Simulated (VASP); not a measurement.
Wanted: the native input for a VASP 6.6.1 run.

```yaml
Task: single point
Functional: r2SCAN
Potentials_or_basis: VASP PAW PBE potentials, release 64 (Zr_sv, S)
Cutoff: 520 eV
k_mesh: 14 × 14 × 14
Occupations: gaussian, width 0.1 eV
Spin: no spin polarisation
Dipole_correction: no
Further_INCAR_settings: ALGO = Normal; EDIFF = 1e-06; NBANDS = 16
```

The system is ZrS.

```
Zr S
1.0
     0.00000    2.62500    2.62500
     2.62500    0.00000    2.62500
     2.62500    2.62500    0.00000
Zr S
1 1
Direct
  0.00000 0.00000 0.00000
  0.50000 0.50000 0.50000
```

One way to write it, as run:

POSCAR

```
ZrS
1.0
    0.0000000000      2.6250000000      2.6250000000
    2.6250000000      0.0000000000      2.6250000000
    2.6250000000      2.6250000000      0.0000000000
Zr S
1 1
Direct
    0.0000000000      0.0000000000      0.0000000000
    0.5000000000      0.5000000000      0.5000000000
```

INCAR.step1

```
PREC     = Accurate       # precision mode
ENCUT    = 520            # plane-wave cutoff, eV
ISMEAR   = 0              # smearing method
SIGMA    = 0.1            # smearing width, eV
LREAL    = False          # projectors in reciprocal space
LASPH    = True           # aspherical terms in the spheres
NELM     = 80             # most SCF steps
NBANDS   = 16             # bands
GGA      = PE             # functional
ALGO     = Normal         # electronic algorithm
EDIFF    = 1E-4           # SCF threshold, eV
LWAVE    = True           # write WAVECAR
LCHARG   = False          # write CHGCAR
```

INCAR.step2

```
PREC     = Accurate       # precision mode
ENCUT    = 520            # plane-wave cutoff, eV
EDIFF    = 1E-6           # SCF threshold, eV
ISMEAR   = 0              # smearing method
SIGMA    = 0.1            # smearing width, eV
LREAL    = False          # projectors in reciprocal space
LASPH    = True           # aspherical terms in the spheres
NELM     = 80             # most SCF steps
ALGO     = Normal         # electronic algorithm
ISIF     = 2              # what is computed and relaxed
LWAVE    = False          # write WAVECAR
LCHARG   = True           # write CHGCAR
METAGGA  = R2SCAN         # meta-GGA
LMIXTAU  = True         
LELF     = True           # ELF
LVHAR    = True         
NBANDS   = 16             # bands
ISTART   = 1
```

KPOINTS

```
Automatic mesh
0
Gamma
  14 14 14
```

Potentials or basis: VASP PAW PBE potentials, release 64 (Zr_sv, S).

Launch:

```sh
$ cat potpaw_PBE.64/Zr_sv/POTCAR potpaw_PBE.64/S/POTCAR > POTCAR
$ cp INCAR.step1 INCAR
$ mpirun -np 1 vasp_std > vasp.out
$ cp INCAR.step2 INCAR
$ mpirun -np 1 vasp_std > vasp.out
```

It gave:

```
Pressure               : -2.0 GPa
Band gap on the k mesh : zero (band 9 reaches 12.43 eV, above the bottom of band 10 at 9.52 eV)
```

Caveat: the PAW data sets were made with another functional, which shifts forces and pressure a little.

Run time: 76 s on 1 thread of Intel(R) Xeon(R) 6975P-C (Granite Rapids) (shared host), peak memory 0.2 GiB.
